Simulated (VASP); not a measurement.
Set up this calculation in VASP 6.6.1, as the native input.

```yaml
Task: relaxation of shape and atoms at fixed volume
Functional: PBE
Potentials_or_basis: VASP PAW PBE potentials, release 64 (Ta_pv, N)
Cutoff: 600 eV
k_mesh: 18 × 18 × 14
Occupations: gaussian, width 0.1 eV
Spin: no spin polarisation
Dipole_correction: no
Further_INCAR_settings: ALGO = Normal; EDIFF = 1e-07; IBRION = 2; EDIFFG = -0.01; NSW = 50; ISIF = 4
```

The structure of TaN lies in POSCAR:

```
TaN
1.0
    3.0489326797      0.0000000000      0.0000000000
   -1.5244663399      2.6404531551      0.0000000000
    0.0000000000      0.0000000000      2.9844174335
Ta N
1 1
Direct
    0.3333333333      0.6666666667      0.5000000000
    0.0000000000      0.0000000000      0.0000000000
```

One way to write it, as run:

INCAR

```
ALGO = Normal
EDIFF = 1E-7
EDIFFG = -0.01
ENCUT = 600
GGA = PE
GGA_COMPAT = F
IBRION = 2
ISIF = 4
ISMEAR = 0
LASPH = T
LCHARG = F
LREAL = F
LWAVE = F
NELM = 120
NELMIN = 4
NSW = 50
PREC = Accurate
SIGMA = 0.1
```

KPOINTS

```
k-points
0
Gamma
  18 18 14
```

Potentials or basis: VASP PAW PBE potentials, release 64 (Ta_pv, N).

Command:

```sh
$ cat potpaw_PBE.64/Ta_pv/POTCAR potpaw_PBE.64/N/POTCAR > POTCAR
$ mpirun -np 1 vasp_std > vasp.out
```

It gave:

```yaml
Energy_gained_by_relaxing: 0.1 meV/atom
Ionic_steps: 3
Pressure_after_relaxing: -25.8 GPa
Band_gap_on_the_k_mesh: zero (bands 8 and 9 overlap by 0.28 eV)
```

Caveat: spin-orbit coupling is left out, which moves the levels of the heavy elements.

It took 82 s on 1 thread of AMD EPYC 9R45 96-Core Processor (Zen 5), with other jobs on the host, peak memory 0.21 GiB.
